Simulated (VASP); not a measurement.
# LiTa16 (a cell with a defect) in VASP: single point with LDA

Aim: the single point of LiTa16 (a cell with a defect) with LDA.

Program: VASP 6.6.1. These are calculated values, not measurements. Logs are shortened: lines on timing, memory, paths and dates and some standing lists are left out, and cuts for length are marked.

### Step 1. The cell of the first run

The cell holds a defect, 17 atoms: a = 6.620 Å, b = 6.620 Å, c = 6.620 Å, α = 90.00°, β = 90.00°, γ = 90.00°.

### Step 2. Single point, LDA

INCAR

```
SYSTEM = LiTa16
PREC = Accurate ; ENCUT = 520
EDIFF = 1E-7 ; ISMEAR = -1
SIGMA = 0.15 ; LREAL = Auto
LASPH = .True. ; NELM = 80
ALGO = Normal ; ISIF = 2
LWAVE = .False. ; LCHARG = .False.
GGA = CA ; NBANDS = 104
```

KPOINTS

```
regular mesh
0
Gamma
  3 3 3
  0 0 0
```

POSCAR

```
LiTa16
1.0
    6.6200000000      0.0000000000      0.0000000000
    0.0000000000      6.6200000000      0.0000000000
    0.0000000000      0.0000000000      6.6200000000
Ta Li
16 1
Direct
    0.0011293051     -0.0116197885     -0.0003684290
    0.5093743202      0.0095823263     -0.0003700906
    0.0514149547      0.5516261329     -0.0003330816
   -0.0021197885     -0.0097611782      0.4996308157
    0.2407854985      0.2502945619      0.2462672205
    0.4881392749      0.5013561934     -0.0003673716
    0.4871379154     -0.0126513595      0.4996131420
    0.7306081571      0.2308135952      0.2926944109
   -0.0017000000      0.4985060423      0.4996448640
    0.2591759819      0.7593978852      0.2567312689
    0.2407927492      0.2502886707      0.7529922961
    0.4900190332      0.4980854985      0.4996315710
    0.7500833837      0.7409942598      0.2462720544
    0.7305566465      0.2307561934      0.7065036254
    0.2591694864      0.7593901813      0.7425489426
    0.7500790030      0.7410015106      0.7529873112
    0.8299374622      0.3302046828     -0.0004429003
```

Potentials or basis: VASP PAW LDA potentials, release 64 (Ta_pv, Li_sv).

Run with:

```console
$ cat potpaw_LDA.64/Ta_pv/POTCAR potpaw_LDA.64/Li_sv/POTCAR > POTCAR
$ mpirun -np 1 vasp_std > vasp.out
```

OUTCAR:

```text
SYSTEM = LiTa16
   PREC = Accurate
   ENCUT = 520
   EDIFF = 1E-7
   ISMEAR = -1
   LREAL = Auto
   LASPH = .True.
   NELM = 80
   ISIF = 2
   GGA = CA

 ion  position               nearest neighbor table
   1  0.001  0.988  1.000-  17 2.53  13 2.85  16 2.85  15 2.85  10 2.85   5 2.86  11 2.86   3 2.91
                             8 3.09  14 3.09   2 3.26   4 3.31   4 3.31   2 3.37
   2  0.509  0.010  1.000-  14 2.84   8 2.84  11 2.89  16 2.89   5 2.89  13 2.89  15 2.90  10 2.90
                            17 3.00   1 3.26   6 3.26   7 3.32   7 3.32   6 3.37   1 3.37
   3  0.051  0.552  1.000-  17 2.07  10 2.58  15 2.58   5 2.87  13 2.87  11 2.87  16 2.87   6 2.91
                             1 2.91   9 3.35   9 3.35   8 3.58  14 3.58
   4  0.998  0.990  0.500-  14 2.75   8 2.75  10 2.81  15 2.81  16 2.87  13 2.87  11 2.89   5 2.89
                             7 3.24   9 3.26   1 3.31   1 3.31   9 3.36   7 3.38
   5  0.241  0.250  0.246-   9 2.84   6 2.85   1 2.86   3 2.87  12 2.87   4 2.89   2 2.89   7 2.92
                            10 3.25   8 3.26  11 3.27  11 3.35  10 3.37   8 3.39
   6  0.488  0.501  1.000-  17 2.53   5 2.85  11 2.85  15 2.85  10 2.85  13 2.86  16 2.86   3 2.91
                             8 3.09  14 3.09   2 3.26  12 3.31  12 3.31   2 3.37
   7  0.487  0.987  0.500-  14 2.66   8 2.66  10 2.67  15 2.67  13 2.92   5 2.92  16 2.92  11 2.92
                             4 3.24  12 3.24   2 3.32   2 3.32  12 3.38   4 3.38
   8  0.731  0.231  0.293-  17 2.15   7 2.66  14 2.74   4 2.75  12 2.75   2 2.84   9 2.86   1 3.09
                             6 3.09  13 3.26   5 3.26   5 3.39  13 3.39   3 3.58
   9  0.998  0.499  0.500-  11 2.84  16 2.84   5 2.84  13 2.84   8 2.86  14 2.86  15 2.92  10 2.92
                            12 3.26   4 3.26   3 3.35   3 3.35   4 3.36  12 3.36
  10  0.259  0.759  0.257-   3 2.58   7 2.67   4 2.81  12 2.81   6 2.85   1 2.85   2 2.90   9 2.92
                            15 3.22   5 3.25  13 3.25  13 3.37   5 3.37  15 3.40
  11  0.241  0.250  0.753-   9 2.84   6 2.85   1 2.86   3 2.87  12 2.87   4 2.89   2 2.89   7 2.92
                            15 3.25  14 3.26   5 3.27   5 3.35  15 3.37  14 3.39
  12  0.490  0.498  0.500-  14 2.75   8 2.75  10 2.81  15 2.81  11 2.87   5 2.87  16 2.89  13 2.89
                             7 3.24   9 3.26   6 3.31   6 3.31   9 3.36   7 3.38
  13  0.750  0.741  0.246-   9 2.84   1 2.85   6 2.86   3 2.87   4 2.87  12 2.89   2 2.89   7 2.92
                            10 3.25   8 3.26  16 3.27  16 3.35  10 3.37   8 3.39
  14  0.731  0.231  0.707-  17 2.15   7 2.66   8 2.74   4 2.75  12 2.75   2 2.84   9 2.86   1 3.09
                             6 3.09  16 3.26  11 3.26  11 3.39  16 3.39   3 3.58
  15  0.259  0.759  0.743-   3 2.58   7 2.67   4 2.81  12 2.81   6 2.85   1 2.85   2 2.90   9 2.92
                            10 3.22  11 3.25  16 3.25  16 3.37  11 3.37  10 3.40
  16  0.750  0.741  0.753-   9 2.84   1 2.85   6 2.86   3 2.87   4 2.87  12 2.89   2 2.89   7 2.92
                            15 3.25  14 3.26  13 3.27  13 3.35  15 3.37  14 3.39
  17  0.830  0.330  1.000-   3 2.07  14 2.15   8 2.15   6 2.53   1 2.53   2 3.00

  LATTYP: Found a simple cubic cell.
 ALAT       =     6.6200000000

  Lattice vectors:

 A1 = (   6.6200000000,   0.0000000000,   0.0000000000)
 A2 = (   0.0000000000,   6.6200000000,   0.0000000000)
 A3 = (   0.0000000000,   0.0000000000,   6.6200000000)

Analysis of symmetry for initial positions (statically):
=====================================================================
 Subroutine PRICEL returns:
 Original cell was already a primitive cell.

 Routine SETGRP: Setting up the symmetry group for a
 simple cubic supercell.

 Subroutine GETGRP returns: Found  1 space group operations
 (whereof  1 operations were pure point group operations)
 out of a pool of 48 trial point group operations.

The static configuration has the point symmetry C_1 .

Analysis of symmetry for dynamics (positions and initial velocities):
=====================================================================
 Subroutine PRICEL returns:
 Original cell was already a primitive cell.

 Routine SETGRP: Setting up the symmetry group for a
 simple cubic supercell.

 Subroutine GETGRP returns: Found  1 space group operations
 (whereof  1 operations were pure point group operations)
 out of a pool of 48 trial point group operations.

The dynamic configuration has the point symmetry C_1 .

 Subroutine INISYM returns: Found  1 space group operations
 (whereof  1 operations are pure point group operations),
 and found     1 'primitive' translations

----------------------------------------------------------------------------------------

                                     Primitive cell

  volume of cell :     290.1175

  direct lattice vectors                    reciprocal lattice vectors
     6.620000000  0.000000000  0.000000000     0.151057402  0.000000000  0.000000000
[... 68 lines left out ...]

 Found     14 irreducible k-points:

 Following reciprocal coordinates:
            Coordinates               Weight
  0.000000  0.000000  0.000000      1.000000
  0.333333  0.000000  0.000000      2.000000
  0.000000  0.333333  0.000000      2.000000
  0.000000  0.000000  0.333333      2.000000
  0.333333  0.333333  0.000000      2.000000
  0.000000  0.333333  0.333333      2.000000
  0.333333  0.000000  0.333333      2.000000
 -0.333333  0.333333  0.000000      2.000000
 -0.333333  0.000000  0.333333      2.000000
  0.000000 -0.333333  0.333333      2.000000
  0.333333  0.333333  0.333333      2.000000
 -0.333333  0.333333  0.333333      2.000000
 -0.333333 -0.333333  0.333333      2.000000
  0.333333 -0.333333  0.333333      2.000000
   k-points           NKPTS =     14   k-points in BZ     NKDIM =     14   number of bands    NBANDS=    104
   number of dos      NEDOS =    301   number of ions     NIONS =     17
   total plane-waves  NPLWV = 125000
   dimension x,y,z NGX =    50 NGY =   50 NGZ =   50
   dimension x,y,z NGXF=   100 NGYF=  100 NGZF=  100
   ions per type =              16   1
   NGX,Y,Z   is equivalent  to a cutoff of  12.56, 12.56, 12.56 a.u.
   NGXF,Y,Z  is equivalent  to a cutoff of  25.11, 25.11, 25.11 a.u.
 SYSTEM =  LiTa16
   PREC   = accura    normal or accurate (medium, high low for compatibility)
   ISTART =      0    job   : 0-new  1-cont  2-samecut
   ICHARG =      2    charge: 1-file 2-atom 10-const
   ISPIN  =      1    spin polarized calculation?
   LNONCOLLINEAR =      F non collinear calculations
   LSORBIT =      F    spin-orbit coupling
   LASPH  =      T    aspherical Exc in radial PAW
   ENCUT  =  520.0 eV  38.22 Ry    6.18 a.u.  12.31 12.31 12.31*2*pi/ulx,y,z
   NELM   =     80;   NELMIN=  2; NELMDL= -5     # of ELM steps
   EDIFF  = 0.1E-06   stopping-criterion for ELM
   LREAL  =      T    real-space projection
   EDIFFG = 0.1E-05   stopping-criterion for IOM
   NSW    =      0    number of steps for IOM
   IBRION =     -1    ionic relax: 0-MD 1-quasi-New 2-CG
   NFREE  =      0    steps in history (QN), initial steepest desc. (CG)
   ISIF   =      2    stress and relaxation
   ISYM   =      2    0-nonsym 1-usesym 2-fastsym
   POTIM  = 0.5000    time-step for ionic-motion
   TEBEG  =    0.0;   TEEND  =   0.0 temperature during run
   PSTRESS=    0.0 pullay stress
   NELECT =     179.0000    total number of electrons
   NUPDOWN=      -1.0000    fix difference up-down
   EMIN   =  10.00;   EMAX   =-10.00  energy-range for DOS
   EFERMI =   0.00;   METHOD = LEGACY
   ISMEAR =    -1;   SIGMA  =   0.15  broadening in eV -4-tet -1-fermi 0-gaus
   EFERMI_NEDOS =   21; number of points for ismear=-14 and -15
   IALGO  =     38    algorithm
   IMIX   =      4    mixing-type and parameters
     AMIX     =   0.40;   BMIX     =  1.00
     AMIX_MAG =   1.60;   BMIX_MAG =  1.00
  volume/ion in A,a.u.               =      17.07       115.17
  Fermi-wavevector in a.u.,A,eV,Ry     =   1.393695  2.633702 26.427776  1.942387
  Thomas-Fermi vector in A             =   2.517316
   LORBIT       =      0    0 simple, 1 ext, 2 COOP (PROOUT), +10 PAW based schemes
   GGA     = CA    functional components
   LHFCALC =     F    Hartree Fock is set to
   AEXX    =    0.0000 exact exchange contribution
   IVDW    =     0    specifies the selected vdW correction
   LEPSILON=     F    determine dielectric tensor
   LRPA    =     F    only Hartree local field effects (RPA)
 non-spin polarized calculation
  energy-cutoff  :      520.00
  volume of cell :      290.12
 maximum number of plane-waves:      7820
 NGX is ok and might be reduce to    50
   NGX = 25   NGY = 25   NGZ = 25

 number of electron     178.9999959 magnetization

 Free energy of the ion-electron system (eV)
  ---------------------------------------------------
  ext. energy  EPLUGINS =         0.00000000
  ---------------------------------------------------
  free energy    TOTEN  =      -203.70001886 eV

  energy without entropy =     -202.41571686  energy(sigma->0) =     -203.05786786

 E-fermi :   5.6554     XC(G=0): -12.8165

 val. band max:        5.6229783444   @ k =  -0.3333   0.0000   0.3333
 cond. band min:       5.6635178907   @ k =   0.3333   0.0000   0.0000
 fundamental gap:      0.0405395463
 Fermi energy:         5.6554345801

 k-point     1 :       0.0000    0.0000    0.0000
  band No.  band energies     occupation
      1     -39.8316      2.00000
      2     -28.8193      2.00000
      3     -28.6299      2.00000
      4     -28.6043      2.00000
      5     -28.5839      2.00000
      6     -28.5337      2.00000
[... 1445 lines left out ...]
    100       7.7795      0.00000
    101       8.2612      0.00000
 [bands above 101 left out]

------------------------ aborting loop because EDIFF is reached ----------------------------------------

  FORCE on cell =-STRESS in cart. coord.  units (eV):
  Direction    XX          YY          ZZ          XY          YZ          ZX
  --------------------------------------------------------------------------------------
  -------------------------------------------------------------------------------------
  Total       -1.0720956     -1.0732207      2.4002088      2.9969918      0.0051776      0.0030587
  in kB       -5.9206598     -5.9268736     13.2551804     16.5509213      0.0285931      0.0168915
  external PRESSURE =       0.4692157 kB  Pullay stress =       0.0000000 kB

 VOLUME and BASIS-vectors are now :
 -----------------------------------------------------------------------------
  energy-cutoff  :      520.00
  volume of cell :      290.12
      direct lattice vectors                 reciprocal lattice vectors
     6.620000000  0.000000000  0.000000000     0.151057402  0.000000000  0.000000000
     0.000000000  6.620000000  0.000000000     0.000000000  0.151057402  0.000000000
     0.000000000  0.000000000  6.620000000     0.000000000  0.000000000  0.151057402

 POSITION                                       TOTAL-FORCE (eV/Angst)
 -----------------------------------------------------------------------------------
      0.00748      6.54308      6.61756        -0.009980      0.029571      0.000258
      3.37206      0.06344      6.61755        -0.003150     -0.003498      0.000488
      0.34037      3.65176      6.61779        -0.029847     -0.030102     -0.001114
      6.60597      6.55538      3.30756         0.000033     -0.002937      0.000277
      1.59400      1.65695      1.63029        -0.002905      0.001259      0.007097
      3.23148      3.31898      6.61757         0.030050     -0.010276      0.000198
[... 9 lines left out ...]
      4.96552      4.90543      4.98478         0.000869     -0.002242     -0.007100
      5.49419      2.18596      6.61707        -0.012157     -0.012460     -0.000789
 -----------------------------------------------------------------------------------
    total drift:                                0.002613      0.002379      0.004342

  FREE ENERGIE OF THE ION-ELECTRON SYSTEM (eV)
  ---------------------------------------------------
  free  energy   TOTEN  =      -203.7000188578 eV

  energy  without entropy=     -202.4157168632  energy(sigma->0) =     -203.05786786
```

Wall time 18 min (1 thread of Intel Xeon 8259CL, shared host); peak memory 0.46 GiB.

Results:

* Free energy: -203.7000 eV
* Largest force: 0.063 eV/Å
* Band gap on the k mesh: zero (an odd number of electrons rules out a gap without spin polarisation)

Forces on the atoms (eV/Å):
```
Ta  -0.010  0.030  0.000
Ta  -0.003 -0.003  0.000
Ta  -0.030 -0.030 -0.001
Ta   0.000 -0.003  0.000
Ta  -0.003  0.001  0.007
Ta   0.030 -0.010  0.000
Ta   0.004  0.004  0.000
Ta   0.010  0.010 -0.060
Ta  -0.001  0.000  0.000
Ta   0.004  0.003  0.005
Ta  -0.002  0.001 -0.007
Ta  -0.002  0.000  0.001
Ta   0.001 -0.002  0.007
Ta   0.010  0.011  0.062
Ta   0.004  0.004 -0.005
Ta   0.001 -0.002 -0.007
Li  -0.012 -0.012 -0.001
```

Levels at points of the mesh, in eV from the Fermi level:
```csv
k point,band 86,band 87,band 88,band 89,band 90,band 91,band 92,band 93,band 94,band 95
"(0.00, 0.00, 0.00)",0.51,0.54,0.55,0.71,0.74,0.78,0.83,1.10,1.12,1.13
```

Caveat: the cutoff is under 1.25 times the usual one of these potentials, so pressure, stress and relaxed cells hold a basis-set (Pulay) error; spin-orbit coupling is left out, which moves the levels of the heavy elements.

The gap in the log of VASP goes by the Fermi energy; the results here count the filled bands.